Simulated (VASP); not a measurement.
Set up this calculation in VASP 6.6.1, as the native input.

| Item | Value |
| --- | --- |
| Task | single point |
| Functional | PBEsol |
| Potentials or basis | VASP PAW PBE potentials, release 64 (Mo_sv) |
| Cutoff | 520 eV |
| k mesh | 11 × 11 × 10 |
| Occupations | methfessel-paxton, width 0.2 eV |
| Spin | no spin polarisation |
| Dipole correction | no |
| Further INCAR settings | ALGO = Normal; EDIFF = 1e-07; NBANDS = 13 |

The structure of Mo lies in POSCAR:

```
Mo
1.0
    2.7355100000      0.0000000000      0.0000000000
   -1.3677550000      2.3690210000      0.0000000000
    0.0000000000      0.0000000000      2.5551810000
Mo
1
Direct
    0.0000000000      0.0000000000      0.5000000000
```

The input as run:

INCAR

```
SYSTEM = Mo
PREC = Accurate
ENCUT = 520
EDIFF = 1E-7
ISMEAR = 1
SIGMA = 0.2
LREAL = .False.
LASPH = .True.
NELM = 80
ALGO = Normal
ISIF = 2
LWAVE = .False.
LCHARG = .False.
GGA = PS
NBANDS = 13
```

KPOINTS

```
regular mesh
0
Gamma
  11 11 10
  0 0 0
```

Potentials or basis: VASP PAW PBE potentials, release 64 (Mo_sv).

The run is started by

```console
$ cat potpaw_PBE.64/Mo_sv/POTCAR > POTCAR
$ mpirun -np 1 vasp_std > vasp.out
```

Results of the run:

| Item | Value |
| --- | --- |
| Pressure | -3.8 GPa |
| Band gap on the k mesh | zero (band 7 reaches 12.28 eV, above the bottom of band 8 at 10.52 eV) |

Caveat: the PAW data sets were made with another functional, which shifts forces and pressure a little.

Run time: 8 s on 1 thread of Intel(R) Xeon(R) Platinum 8488C (Sapphire Rapids), with other jobs on the host, peak memory 0.13 GiB.
